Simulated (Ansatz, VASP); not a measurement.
# Cs: VASP beside Ansatz

```xyz
1
Lattice="0.0000 3.8081 3.8081 3.8081 0.0000 3.8081 3.8081 3.8081 0.0000" Properties=species:S:1:pos:R:3 pbc="T T T"
Cs    0.0000    0.0000    0.0000
```

Alike in both runs: task relaxation of cell and atoms; functional BLYP; k mesh 7 × 7 × 7; occupations fermi-dirac, width 0.1 eV; no spin polarisation.

|  | VASP | Ansatz |
| --- | --- | --- |
| version | VASP 6.6.1 | Ansatz 0.2.0 |
| potentials or method | VASP PAW PBE potentials, release 64 (Cs_sv), cutoff 600 eV | plane waves (420 eV) with PAW, scalar-relativistic |
| valence electrons in the cell | 9 | 9 |

|  | VASP | Ansatz | Ansatz less VASP |
| --- | --- | --- | --- |
| relaxed volume (Å³/atom) | 123.99 | 124.50 | +0.518 |
| relaxed length of the cell vector where the two differ most in proportion (Å) | 5.597 | 5.605 | +0.0078 |

VASP's potentials were made for PBE, not for BLYP.

Spin-orbit coupling is off throughout.
